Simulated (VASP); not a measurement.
# WBrF4 (F-43m) in VASP: notebook, part 2 of 2

VASP 6.6.1.

## 3. Relaxation of cell and atoms, PBE, collinear spin

This run uses another cell than the first one, of 15.95 Å³/atom.

Contents of INCAR:

```
SYSTEM = WBrF4
ALGO = Normal ; EDIFF = 1E-7
EDIFFG = -0.04 ; ENCUT = 600
GGA = PE ; IBRION = 2
ISIF = 3 ; ISMEAR = 0
ISPIN = 2 ; LASPH = .TRUE.
LCHARG = .FALSE. ; LMAXMIX = 4
LORBIT = 11 ; LREAL = .FALSE.
LWAVE = .FALSE. ; MAGMOM = 1.16 -0.11 -0.06 -0.06 -0.06 -0.06
NELM = 150 ; NSW = 90
PREC = Accurate ; SIGMA = 0.1
```

Contents of KPOINTS:

```
k-points
0
G
  4 4 4
  0 0 0
```

Contents of POSCAR:

```
WBrF4
1.0
    0.0000000000      3.6302558100      3.6302558100
    3.6302558100      0.0000000000      3.6302558100
    3.6302558100      3.6302558100      0.0000000000
W Br F
1 1 4
Direct
    0.0000000000      0.0000000000      0.0000000000
    0.2500000000      0.2500000000      0.2500000000
    0.6250080000      0.6250080000      0.6250080000
    0.6250080000      0.1249760000      0.6250080000
    0.1249760000      0.6250080000      0.6250080000
    0.6250080000      0.6250080000      0.1249760000
```

Potentials or basis: VASP PAW PBE potentials, release 64 (W_sv, Br, F).

Started as:

```console
$ cat potpaw_PBE.64/W_sv/POTCAR potpaw_PBE.64/Br/POTCAR potpaw_PBE.64/F/POTCAR > POTCAR
$ mpirun -np 1 vasp_std > vasp.out
```

OUTCAR:

```text
SYSTEM = WBrF4
   EDIFF = 1E-7
   EDIFFG = -0.04
   ENCUT = 600
   GGA = PE
   IBRION = 2
   ISIF = 3
   ISMEAR = 0
   ISPIN = 2
   LASPH = .TRUE.
   LORBIT = 11
   LREAL = .FALSE.
   NELM = 150
   NSW = 90
   PREC = Accurate

 ion  position               nearest neighbor table
   1  0.000  0.000  0.000-
   2  0.250  0.250  0.250-
   3  0.625  0.625  0.625-
   4  0.625  0.125  0.625-
   5  0.125  0.625  0.625-
   6  0.625  0.625  0.125-

  LATTYP: Found a face centered cubic cell.
 ALAT       =     7.2605116200

  Lattice vectors:

 A1 = (   0.0000000000,   3.6302558100,   3.6302558100)
 A2 = (   3.6302558100,   0.0000000000,   3.6302558100)
 A3 = (   3.6302558100,   3.6302558100,   0.0000000000)

Analysis of symmetry for initial positions (statically):
=====================================================================
 Subroutine PRICEL returns:
 Original cell was already a primitive cell.

 Routine SETGRP: Setting up the symmetry group for a
 face centered cubic supercell.

 Subroutine GETGRP returns: Found 24 space group operations
 (whereof 24 operations were pure point group operations)
 out of a pool of 48 trial point group operations.

The static configuration has the point symmetry T_d .

Analysis of symmetry for dynamics (positions and initial velocities):
=====================================================================
 Subroutine PRICEL returns:
 Original cell was already a primitive cell.

 Routine SETGRP: Setting up the symmetry group for a
 face centered cubic supercell.

 Subroutine GETGRP returns: Found 24 space group operations
 (whereof 24 operations were pure point group operations)
 out of a pool of 48 trial point group operations.

The dynamic configuration has the point symmetry T_d .

Analysis of structural, dynamic, and magnetic symmetry:
=====================================================================
 Subroutine PRICEL returns:
 Original cell was already a primitive cell.

 Routine SETGRP: Setting up the symmetry group for a
 face centered cubic supercell.

 Subroutine GETGRP returns: Found 24 space group operations
 (whereof 24 operations were pure point group operations)
 out of a pool of 48 trial point group operations.

The overall configuration has the point symmetry T_d .

 Subroutine INISYM returns: Found 24 space group operations
 (whereof 24 operations are pure point group operations),
 and found     1 'primitive' translations

----------------------------------------------------------------------------------------

                                     Primitive cell

  volume of cell :      95.6845

  direct lattice vectors                    reciprocal lattice vectors
     0.000000000  3.630255810  3.630255810    -0.137731341  0.137731341  0.137731341
     3.630255810  0.000000000  3.630255810     0.137731341 -0.137731341  0.137731341
     3.630255810  3.630255810  0.000000000     0.137731341  0.137731341 -0.137731341

  length of vectors
     5.133957001  5.133957001  5.133957001     0.238557680  0.238557680  0.238557680

  position of ions in fractional coordinates (direct lattice)
     0.000000000  0.000000000  0.000000000
     0.250000000  0.250000000  0.250000000
     0.625008000  0.625008000  0.625008000
     0.625008000  0.124976000  0.625008000
     0.124976000  0.625008000  0.625008000
     0.625008000  0.625008000  0.124976000
[... 41 lines left out ...]
  0.250000  0.250000  0.000000      6.000000
  0.500000  0.250000  0.000000     24.000000
 -0.250000  0.250000  0.000000     12.000000
  0.500000  0.500000  0.000000      3.000000
 -0.250000  0.500000  0.250000      6.000000
   k-points           NKPTS =      8   k-points in BZ     NKDIM =      8   number of bands    NBANDS=     29
   number of dos      NEDOS =    301   number of ions     NIONS =      6
   total plane-waves  NPLWV =  74088
   dimension x,y,z NGX =    42 NGY =   42 NGZ =   42
   dimension x,y,z NGXF=    84 NGYF=   84 NGZF=   84
   ions per type =               1   1   4
   NGX,Y,Z   is equivalent  to a cutoff of  13.60, 13.60, 13.60 a.u.
   NGXF,Y,Z  is equivalent  to a cutoff of  27.20, 27.20, 27.20 a.u.
 SYSTEM =  WBrF4
   PREC   = accura    normal or accurate (medium, high low for compatibility)
   ISTART =      0    job   : 0-new  1-cont  2-samecut
   ICHARG =      2    charge: 1-file 2-atom 10-const
   ISPIN  =      2    spin polarized calculation?
   LNONCOLLINEAR =      F non collinear calculations
   LSORBIT =      F    spin-orbit coupling
   LASPH  =      T    aspherical Exc in radial PAW
   ENCUT  =  600.0 eV  44.10 Ry    6.64 a.u.  10.25 10.25 10.25*2*pi/ulx,y,z
   NELM   =    150;   NELMIN=  2; NELMDL= -5     # of ELM steps
   EDIFF  = 0.1E-06   stopping-criterion for ELM
   LREAL  =      F    real-space projection
   EDIFFG = -.4E-01   stopping-criterion for IOM
   NSW    =     90    number of steps for IOM
   IBRION =      2    ionic relax: 0-MD 1-quasi-New 2-CG
   NFREE  =      1    steps in history (QN), initial steepest desc. (CG)
   ISIF   =      3    stress and relaxation
   ISYM   =      2    0-nonsym 1-usesym 2-fastsym
   POTIM  = 0.5000    time-step for ionic-motion
   TEBEG  =    0.0;   TEEND  =   0.0 temperature during run
   PSTRESS=    0.0 pullay stress
   NELECT =      49.0000    total number of electrons
   NUPDOWN=      -1.0000    fix difference up-down
   EMIN   =  10.00;   EMAX   =-10.00  energy-range for DOS
   EFERMI =   0.00;   METHOD = LEGACY
   ISMEAR =     0;   SIGMA  =   0.10  broadening in eV -4-tet -1-fermi 0-gaus
   EFERMI_NEDOS =   21; number of points for ismear=-14 and -15
   IALGO  =     38    algorithm
   IMIX   =      4    mixing-type and parameters
     AMIX     =   0.40;   BMIX     =  1.00
     AMIX_MAG =   1.60;   BMIX_MAG =  1.00
  volume/ion in A,a.u.               =      15.95       107.62
  Fermi-wavevector in a.u.,A,eV,Ry     =   1.309764  2.475095 23.340537  1.715481
  Thomas-Fermi vector in A             =   2.440340
   LORBIT       =     11    0 simple, 1 ext, 2 COOP (PROOUT), +10 PAW based schemes
   GGA     = PE    functional components
   LHFCALC =     F    Hartree Fock is set to
   AEXX    =    0.0000 exact exchange contribution
   IVDW    =     0    specifies the selected vdW correction
   LEPSILON=     F    determine dielectric tensor
   LRPA    =     F    only Hartree local field effects (RPA)
 conjugate gradient relaxation of ions
 spin polarized calculation
 Gauss-broadening in eV      SIGMA  =   0.10
  energy-cutoff  :      600.00
  volume of cell :       95.68
 maximum number of plane-waves:      3250
 NGX is ok and might be reduce to    42
   NGX = 21   NGY = 21   NGZ = 21

--------------------------------------- Ionic step        1  -------------------------------------------

 number of electron      48.9999974 magnetization       0.0002118

 number of electron      48.9999974 magnetization      -0.0041834

 Free energy of the ion-electron system (eV)
  ---------------------------------------------------
  ext. energy  EPLUGINS =         0.00000000
  ---------------------------------------------------
  free energy    TOTEN  =       -19.74982068 eV

  energy without entropy =      -19.69529586  energy(sigma->0) =      -19.72255827

 E-fermi :   0.8603     XC(G=0):  -9.9748

 val. band max:        0.8541387328   @ k =   0.0000   0.0000   0.0000
 cond. band min:       0.8644717732   @ k =   0.0000   0.0000   0.0000
 fundamental gap:      0.0103330404
 Fermi energy:         0.8602869468

 spin component 1

 k-point     1 :       0.0000    0.0000    0.0000
  band No.  band energies     occupation
      1     -75.4318      1.00000
      2     -39.3669      1.00000
      3     -39.3669      1.00000
      4     -39.3669      1.00000
      5     -19.9250      1.00000
      6     -19.0705      1.00000
[... 587 lines left out ...]
 number of electron      48.9999990 magnetization      -0.0013973

 number of electron      48.9999990 magnetization       0.0000310

 Free energy of the ion-electron system (eV)
  ---------------------------------------------------
  ext. energy  EPLUGINS =         0.00000000
  ---------------------------------------------------
  free energy    TOTEN  =       -22.73787149 eV

  energy without entropy =      -22.70984697  energy(sigma->0) =      -22.72385923

 E-fermi :   5.3812     XC(G=0): -11.9954

 val. band max:        5.3779419880   @ k =   0.5000   0.5000   0.0000
 cond. band min:       5.4931720776   @ k =   0.5000   0.5000   0.0000
 fundamental gap:      0.1152300897
 Fermi energy:         5.3811603859

 spin component 1

 k-point     1 :       0.0000    0.0000    0.0000
  band No.  band energies     occupation
      1     -71.1684      1.00000
      2     -35.1078      1.00000
      3     -35.1078      1.00000
      4     -35.1078      1.00000
      5     -17.8843      1.00000
      6     -15.7060      1.00000
[... 537 lines left out ...]
  FREE ENERGIE OF THE ION-ELECTRON SYSTEM (eV)
  ---------------------------------------------------
  free  energy   TOTEN  =       -22.7378714941 eV

  energy  without entropy=      -22.7098469747  energy(sigma->0) =      -22.72385923

 reached required accuracy - stopping structural energy minimisation

 total charge

# of ion       s       p       d       tot
------------------------------------------
    1        2.205   6.096   2.834  11.135
    2        1.651   2.984   0.081   4.716
    3        1.757   4.261   0.000   6.018
    4        1.757   4.261   0.000   6.018
    5        1.757   4.261   0.000   6.018
    6        1.757   4.261   0.000   6.018
--------------------------------------------------
tot         10.883  26.125   2.915  39.923

 magnetization (x)

# of ion       s       p       d       tot
------------------------------------------
    1       -0.000  -0.000  -0.000  -0.000
    2        0.000   0.000  -0.000   0.000
    3       -0.000   0.000   0.000   0.000
    4       -0.000   0.000   0.000   0.000
    5       -0.000   0.000   0.000   0.000
    6       -0.000   0.000   0.000   0.000
--------------------------------------------------
tot          0.000   0.000  -0.000  -0.000
```

Wall time 8 min (1 thread of Intel Xeon Platinum 8259CL at 2.50GHz (Skylake/Cascade Lake), shared host); peak memory 0.36 GiB.

Results:

```yaml
Free_energy: -22.7379 eV
Relaxed_volume: 10.93 Å³/atom
Relaxed_cell: a = 4.527 Å, b = 4.527 Å, c = 4.527 Å, α = 60.00°, β = 60.00°, γ = 60.00°
Space_group_after_relaxing_to_0.1_Å: F-43m (No. 216)
Energy_gained_by_relaxing: 498.0 meV/atom
Ionic_steps: 3
Pressure_after_relaxing: -0.4 GPa
Net_moment: 0.00 μB per cell
Valence_electrons_inside_the_program's_atomic_spheres: W 11.13; Br 4.72; F 6.02
```

Step by step:
| step | energy change (eV) | largest force (eV/Å) | pressure (GPa) | volume (Å³) |
| --- | --- | --- | --- | --- |
| 1 | 0.0000 | 0.2385 | -21.10 | 95.68 |
| 2 | -2.8855 | 0.0810 | -7.64 | 69.45 |
| 3 | -2.9881 | 0.0154 | -0.43 | 65.60 |

Final structure:
```
W Br F
1.0
     0.00000    3.20097    3.20097
     3.20097    0.00000    3.20097
     3.20097    3.20097    0.00000
W Br F
1 1 4
Direct
  0.00000 0.00000 0.00000
  0.25000 0.25000 0.25000
  0.62609 0.62609 0.62609
  0.62609 0.12172 0.62609
  0.12172 0.62609 0.62609
  0.62609 0.62609 0.12172
```

Levels at points of the mesh, in eV from the Fermi level:
Spin up:
```tsv
k point	band 22	band 23	band 24	band 25	band 26	band 27	band 28	band 29
(0.00, 0.00, 0.00)	-0.20	-0.20	-0.20	0.90	0.92	1.24	1.24	1.24
(0.50, 0.00, 0.00)	-1.56	-0.49	-0.49	-0.25	0.41	0.41	1.47	1.47
(0.50, 0.50, 0.00)	-2.03	-0.54	-0.54	0.00	0.11	0.82	1.19	1.19
```
Spin down:
```
           k point  band 22  band 23  band 24  band 25  band 26  band 27  band 28  band 29
(0.00, 0.00, 0.00)    -0.20    -0.20    -0.20     0.90     0.90     1.24     1.24     1.24
(0.50, 0.00, 0.00)    -1.56    -0.49    -0.49    -0.25     0.41     0.41     1.47     1.47
(0.50, 0.50, 0.00)    -2.03    -0.54    -0.54     0.00     0.11     0.82     1.19     1.19
```

Caveat: the k points lie up to 0.42 Å⁻¹ apart in the final cell; the volume moved by over 15 % at a fixed basis, so the end points are rough; spin-orbit coupling is left out, which moves the levels of the heavy elements.

## 4. Relaxation of cell and atoms, PBE, collinear spin

Contents of INCAR:

```
  ALGO = Normal
  EDIFF = 1E-7
  EDIFFG = -0.04
  ENCUT = 600
  GGA = PE
  IBRION = 2
  ISIF = 3
  ISMEAR = 0
  ISPIN = 2
  LASPH = True
  LCHARG = False
  LMAXMIX = 4
  LORBIT = 11
  LREAL = False
  LWAVE = False
  MAGMOM = 1.16 0 0 0 0 0
  NELM = 150
  NSW = 90
  PREC = Accurate
  SIGMA = 0.1
```

Contents of KPOINTS:

```
k-points
0
Gamma
  6 6 6
```

Contents of POSCAR:

```
WBrF4
1.0
    0.0000000000      3.2081776552      3.2081776552
    3.2081776552      0.0000000000      3.2081776552
    3.2081776552      3.2081776552      0.0000000000
W Br F
1 1 4
Direct
    0.0000000000      0.0000000000      0.0000000000
    0.7500000000      0.7500000000      0.7500000000
    0.3738293415      0.8785119756      0.3738293415
    0.8785119756      0.3738293415      0.3738293415
    0.3738293415      0.3738293415      0.8785119756
    0.3738293415      0.3738293415      0.3738293415
```

Potentials or basis: VASP PAW PBE potentials, release 64 (W_sv, Br, F).

Started as:

```console
$ cat potpaw_PBE.64/W_sv/POTCAR potpaw_PBE.64/Br/POTCAR potpaw_PBE.64/F/POTCAR > POTCAR
$ mpirun -np 1 vasp_std > vasp.out
```

OUTCAR:

```text
EDIFF = 1E-7
   EDIFFG = -0.04
   ENCUT = 600
   GGA = PE
   IBRION = 2
   ISIF = 3
   ISMEAR = 0
   ISPIN = 2
   LASPH = True
   LORBIT = 11
   LREAL = False
   NELM = 150
   NSW = 90
   PREC = Accurate

 ion  position               nearest neighbor table
   1  0.000  0.000  0.000-   4 2.66   5 2.66   3 2.66   5 2.66   3 2.66   4 2.66   6 2.66   6 2.66
                             6 2.66   5 2.66   3 2.66   4 2.66   2 2.78   2 2.78   2 2.78   2 2.78
   2  0.750  0.750  0.750-   1 2.78   1 2.78   1 2.78   1 2.78
   3  0.374  0.879  0.374-   1 2.66   1 2.66   1 2.66
   4  0.879  0.374  0.374-   1 2.66   1 2.66   1 2.66
   5  0.374  0.374  0.879-   1 2.66   1 2.66   1 2.66
[... 1288 lines left out ...]
      0.00000      0.00000      0.00000         0.000000     -0.000000     -0.000000
      4.81227      4.81227      4.81227         0.000000     -0.000000     -0.000000
      4.01773      2.39862      4.01773         0.001915     -0.001915      0.001915
      2.39862      4.01773      4.01773        -0.001915      0.001915      0.001915
      4.01773      4.01773      2.39862         0.001915      0.001915     -0.001915
      2.39862      2.39862      2.39862        -0.001915     -0.001915     -0.001915
 -----------------------------------------------------------------------------------
    total drift:                               -0.000001     -0.000001     -0.000001

  FREE ENERGIE OF THE ION-ELECTRON SYSTEM (eV)
  ---------------------------------------------------
  free  energy   TOTEN  =       -22.7330200932 eV

  energy  without entropy=      -22.7232499420  energy(sigma->0) =      -22.72813502

 reached required accuracy - stopping structural energy minimisation

 total charge

# of ion       s       p       d       tot
------------------------------------------
    1        2.206   6.094   2.833  11.133
    2        1.651   2.992   0.078   4.721
    3        1.756   4.257   0.000   6.014
    4        1.756   4.257   0.000   6.014
    5        1.756   4.257   0.000   6.014
    6        1.756   4.257   0.000   6.014
--------------------------------------------------
tot         10.882  26.115   2.911  39.908

 magnetization (x)

# of ion       s       p       d       tot
------------------------------------------
    1        0.020   0.010   1.137   1.166
    2        0.003  -0.116   0.007  -0.106
    3        0.002  -0.058   0.000  -0.056
    4        0.002  -0.058   0.000  -0.056
    5        0.002  -0.058   0.000  -0.056
    6        0.002  -0.058   0.000  -0.056
--------------------------------------------------
tot          0.030  -0.337   1.143   0.837
```

OSZICAR:

```text
N       E                     dE             d eps       ncg     rms          rms(c)
DAV:   1     0.489887420346E+03    0.48989E+03   -0.29490E+04  1920   0.189E+03
DAV:   2     0.180985569652E+01   -0.48808E+03   -0.46199E+03  2204   0.490E+02
[... 15 lines left out ...]
DAV:  18    -0.227330312643E+02    0.10718E-03   -0.57052E-05  2024   0.640E-02    0.334E-02
DAV:  19    -0.227330218306E+02    0.94337E-05   -0.17971E-05  1932   0.263E-02    0.127E-02
DAV:  20    -0.227330211965E+02    0.63412E-06   -0.78297E-07  1556   0.561E-03    0.945E-03
DAV:  21    -0.227330203017E+02    0.89482E-06   -0.69812E-07  1536   0.555E-03    0.428E-03
DAV:  22    -0.227330201286E+02    0.17307E-06   -0.35989E-07  1408   0.377E-03    0.184E-03
DAV:  23    -0.227330200932E+02    0.35363E-07   -0.46283E-08   960   0.181E-03
   1 F= -.22733020E+02 E0= -.22728135E+02  d E =-.227330E+02  mag=     0.9923
```

Wall time 99 s (1 thread of Intel Xeon Platinum 8259CL at 2.50GHz (Skylake/Cascade Lake), shared host); peak memory 0.28 GiB.

Results:

```yaml
Free_energy: -22.7330 eV
Pressure_after_relaxing: -0.3 GPa
Largest_force_after_relaxing: 0.003 eV/Å
Band_gap_on_the_k_mesh: zero (filled and empty bands overlap)
Net_moment: 0.99 μB per cell
Site_moments: W +1.17; Br -0.11; F -0.06 μB
Valence_electrons_inside_the_program's_atomic_spheres: W 11.13; Br 4.72; F 6.01
```

Forces in eV/Å, atoms in the order of the input:
```
W    0.000  0.000  0.000
Br   0.000  0.000  0.000
F    0.002 -0.002  0.002
F   -0.002  0.002  0.002
F    0.002  0.002 -0.002
F   -0.002 -0.002 -0.002
```

Final structure:
```
CELL_PARAMETERS angstrom
0.00000 3.20818 3.20818
3.20818 0.00000 3.20818
3.20818 3.20818 0.00000
ATOMIC_POSITIONS crystal
W 0.00000 0.00000 0.00000
Br 0.75000 0.75000 0.75000
F 0.37383 0.87851 0.37383
F 0.87851 0.37383 0.37383
F 0.37383 0.37383 0.87851
F 0.37383 0.37383 0.37383
```

Levels at points of the mesh, in eV from the Fermi level:
Spin up:
```tsv
k point	band 22	band 23	band 24	band 25	band 26	band 27	band 28	band 29
(0.00, 0.00, 0.00)	-0.11	-0.11	-0.11	0.53	0.53	0.98	0.98	0.98
(0.50, 0.00, 0.00)	-1.46	-0.57	-0.49	-0.49	0.13	0.13	1.26	1.26
(0.50, 0.50, 0.00)	-2.07	-0.46	-0.46	-0.34	-0.17	0.49	1.03	1.03
```
Spin down:
| k point | band 20 | band 21 | band 22 | band 23 | band 24 | band 25 | band 26 | band 27 | band 28 | band 29 |
| --- | --- | --- | --- | --- | --- | --- | --- | --- | --- | --- |
| (0.00, 0.00, 0.00) | -1.58 | -1.58 | -0.23 | -0.23 | -0.23 | 1.42 | 1.42 | 1.64 | 1.64 | 1.64 |
| (0.50, 0.00, 0.00) | -1.71 | -1.71 | -1.56 | -0.47 | -0.47 | 0.22 | 0.90 | 0.90 | 1.81 | 1.81 |
| (0.50, 0.50, 0.00) | -2.16 | -2.16 | -1.90 | -0.57 | -0.57 | 0.47 | 0.60 | 1.31 | 1.48 | 1.48 |

Caveat: spin-orbit coupling is left out, which moves the levels of the heavy elements.

## 5. The runs side by side

| task | cell | k mesh | cutoff (eV) | gap on the mesh (eV) | pressure (GPa) | moment (μB) | relaxed volume (Å³/atom) |
| --- | --- | --- | --- | --- | --- | --- | --- |
| single point | a = 4.537 Å, angles 60.0°, 6 atoms, atomic positions A | 6 × 6 × 6 | 520 | none | -0.2 | 0.99 | - |
| relaxation of cell and atoms | relaxed from a = 5.134 Å, angles 60.0°, 6 atoms, atomic positions B | 4 × 4 × 4 | 600 | none | -0.4 | 0.00 | 10.93 |
| relaxation of cell and atoms | relaxed from a = 4.537 Å, angles 60.0°, 6 atoms, atomic positions A | 6 × 6 × 6 | 600 | none | -0.3 | 0.99 | 11.01 |

Alike in all rows: level PBE; potentials or basis VASP PAW PBE potentials, release 64 (W_sv, Br, F); spin collinear; smearing gaussian 0.1 eV.

Caveats: some runs use coarse meshes; spin-orbit coupling is left out, which moves the levels of the heavy elements; the volume moved by over 15 % at a fixed basis, so the end points are rough (at least some runs).

Total energies depend on the potentials used, so only differences within one code and one set of settings carry meaning.

The gap in the log of VASP goes by the Fermi energy; the results here count the filled bands.